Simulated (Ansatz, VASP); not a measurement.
## Ti: VASP beside Ansatz

```
Ti
1.0
     2.50685    0.00000    0.00000
     0.00000    2.50685    0.00000
     0.00000    0.00000    2.50685
Ti
1
Cartesian
  0.0000 0.0000 0.0000
```

Change from the starting cell: volume scaled by 0.95, LAPW.

Alike in both runs: task single point; functional LDA; k mesh 15 × 15 × 15; occupations fermi-dirac, width 0.05 eV; no spin polarisation.

|  | VASP | Ansatz |
| --- | --- | --- |
| version | VASP 6.6.1 | Ansatz 0.2.0 |
| potentials or method | VASP PAW LDA potentials, release 64 (Ti_sv), cutoff 520 eV | all-electron LAPW, scalar-relativistic |

```csv
,VASP,Ansatz,Ansatz less VASP
pressure (GPa),5.2,5.1,-0.04
```

LDA's correlation is that of Perdew and Zunger in VASP and of Perdew and Wang (1992) in Ansatz. Ansatz ran all-electron here, and VASP with PAW potentials.
